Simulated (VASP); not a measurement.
A run of VASP 6.6.1 is set up as follows.

INCAR

```
SYSTEM = Co
ALGO     = Normal         ! electronic algorithm
EDIFF    = 1E-6           ! SCF threshold, eV
ENCUT    = 520            ! plane-wave cutoff, eV
GGA      = PE             ! functional
ISIF     = 2              ! what is computed and relaxed
ISMEAR   = -1             ! smearing method
LASPH    = .True.         ! aspherical terms in the spheres
LCHARG   = .False.        ! write CHGCAR
LREAL    = .False.        ! projectors in reciprocal space
LWAVE    = .False.        ! write WAVECAR
NBANDS   = 16             ! bands
NELM     = 60             ! most SCF steps
PREC     = Accurate       ! precision mode
SIGMA    = 0.1            ! smearing width, eV
```

Contents of KPOINTS:

```
k-points
0
Gamma
  24 24 13
  0 0 0
```

The input POSCAR:

```
Co
1.0
    2.3910064264      0.0000000000      0.0000000000
   -1.1955032132      2.0706723059      0.0000000000
    0.0000000000      0.0000000000      3.8521233274
Co
2
Direct
    0.3333333333      0.6666666667      0.2500000000
    0.6666666667      0.3333333333      0.7500000000
```

Potentials or basis: VASP PAW PBE potentials, release 64 (Co).

Launch:

```console
$ cat potpaw_PBE.64/Co/POTCAR > POTCAR
$ mpirun -np 1 vasp_std > vasp.out
```

**Question.** Predict the pressure.

**Answer.** 24.4 GPa.

**Question.** What does it give for the band gap on the k mesh?

**Answer.** Zero (band 9 reaches 12.65 eV, above the bottom of band 10 at 10.91 eV).

Stress tensor (GPa, compression positive):
```
24.20  0.00  0.00
 0.00 24.20  0.00
 0.00  0.00 24.68
```

Caveat: the run has no spin polarisation, though such a crystal can be magnetic. Spin polarisation is off, so any magnetic state and its effect on volume and gap are missing.
